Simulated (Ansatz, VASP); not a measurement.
**One calculation of Zr3TiC4, two programs**

Contents of INCAR:

```
PREC = Accurate ; ENCUT = 520
EDIFF = 1E-6 ; ISMEAR = 0
SIGMA = 0.1 ; LREAL = F
LASPH = T ; NELM = 60
ALGO = Normal ; ISIF = 2
LWAVE = F ; LCHARG = F
GGA = PE ; NBANDS = 42
```

Contents of KPOINTS:

```
Automatic mesh
0
Gamma
  4 4 4
```

The input POSCAR:

```
Zr3TiC4
1.0
    4.6313394000      0.0000000000      0.0000000000
    0.0000000000      4.6313394000      0.0000000000
    0.0000000000      0.0000000000      4.6313394000
Zr Ti C
3 1 4
Direct
    0.5000000000      0.0000000000      0.5000000000
    0.0000000000      0.5000000000      0.5000000000
    0.5000000000      0.5000000000      0.0000000000
    0.0000000000      0.0000000000      0.0000000000
    0.5000000000      0.5000000000      0.5000000000
    0.0000000000      0.5000000000      0.0000000000
    0.5000000000      0.0000000000      0.0000000000
    0.0000000000      0.0000000000      0.5000000000
```

Input for Ansatz:

```yaml
crystal:
  lattice:
    - [4.6313394, 0.0, 0.0]
    - [0.0, 4.6313394, 0.0]
    - [0.0, 0.0, 4.6313394]
  atoms:
    - { symbol: Zr, position: [0.5, 0.0, 0.5] }
    - { symbol: Zr, position: [0.0, 0.5, 0.5] }
    - { symbol: Zr, position: [0.5, 0.5, 0.0] }
    - { symbol: Ti, position: [0.0, 0.0, 0.0] }
    - { symbol: C, position: [0.5, 0.5, 0.5] }
    - { symbol: C, position: [0.0, 0.5, 0.0] }
    - { symbol: C, position: [0.5, 0.0, 0.0] }
    - { symbol: C, position: [0.0, 0.0, 0.5] }
basis:
  ecutwfc: 420
kpoints:
  mp_grid: { grid: [4, 4, 4] }
hamiltonian:
  xc: pbe
scf:
  occupations: { method: gaussian, width: 0.1 }
  lower_state_search: "off"
output:
  forces: true
  stress: true
  eigenvalues: true
```

Alike in both runs: task single point; functional PBE; k mesh 4 × 4 × 4; occupations gaussian, width 0.1 eV; no spin polarisation.

```csv
,VASP,Ansatz
version,VASP 6.6.1,Ansatz 0.2.0
potentials or method,"VASP PAW PBE potentials, release 64 (Zr_sv, Ti_sv, C), cutoff 520 eV","scalar-relativistic, plane waves, PAW"
valence electrons in the cell,64,64
```

```csv
,VASP,Ansatz,Ansatz less VASP
gap on the k mesh at the Fermi level (eV),none,none,-
pressure (GPa),0.1,-0.2,-0.28
```

A gap of «none» marks a metal or a gap that the smearing closes.
